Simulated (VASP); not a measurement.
Here is a VASP 6.6.1 calculation.

File INCAR:

```
SYSTEM = CdHg3Se4
PREC = Accurate
ENCUT = 600
EDIFF = 1E-7
ISMEAR = 0
SIGMA = 0.1
LREAL = .FALSE.
LASPH = .TRUE.
NELM = 100
ALGO = Fast
ISIF = 4
LWAVE = .FALSE.
LCHARG = .FALSE.
GGA = PE
IBRION = 2
NSW = 50
EDIFFG = -0.01
```

Contents of KPOINTS:

```
regular mesh
0
G
  8 8 4
  0 0 0
```

The input POSCAR:

```
CdHg3Se4
1.0
    4.2357133432      0.0000000000      0.0000000000
    0.0000000000      4.2357133432      0.0000000000
    0.0000000000      0.0000000000     11.9434922237
Cd Hg Se
1 3 4
Direct
    0.5000000000      0.5000000000      0.5000000000
    0.0000000000      0.0000000000      0.7483700143
    0.5000000000      0.5000000000      0.0000000000
    0.0000000000      0.0000000000      0.2516299857
    0.5000000000      0.0000000000      0.8741885849
    0.0000000000      0.5000000000      0.1258114151
    0.5000000000      0.0000000000      0.3776153622
    0.0000000000      0.5000000000      0.6223846378
```

Potentials or basis: VASP PAW PBE potentials, release 64 (Cd, Hg, Se).

The run is started by

```bash
$ cat potpaw_PBE.64/Cd/POTCAR potpaw_PBE.64/Hg/POTCAR potpaw_PBE.64/Se/POTCAR > POTCAR
$ mpirun -np 1 vasp_std > vasp.out
```

Predict the band gap on the k mesh.

zero (filled and empty bands touch).

Final structure:
```cif
data_structure
_symmetry_space_group_name_H-M 'P 1'
_symmetry_Int_Tables_number 1
_cell_length_a 4.2357
_cell_length_b 4.2357
_cell_length_c 11.9435
_cell_angle_alpha 90.000
_cell_angle_beta 90.000
_cell_angle_gamma 90.000
_cell_volume 214.28
loop_
_atom_site_label
_atom_site_type_symbol
_atom_site_fract_x
_atom_site_fract_y
_atom_site_fract_z
_atom_site_occupancy
Cd1 Cd 0.50000 0.50000 0.50000 1
Hg1 Hg 0.00000 0.00000 0.74837 1
Hg2 Hg 0.50000 0.50000 0.00000 1
Hg3 Hg 0.00000 0.00000 0.25163 1
Se1 Se 0.50000 0.00000 0.87419 1
Se2 Se 0.00000 0.50000 0.12581 1
Se3 Se 0.50000 0.00000 0.37762 1
Se4 Se 0.00000 0.50000 0.62238 1
```

Caveat: the relaxation stopped at its first step, so nothing moved; semilocal functionals underestimate gaps, so a narrow gap can read as zero; spin-orbit coupling is left out, which moves the levels of the heavy elements.
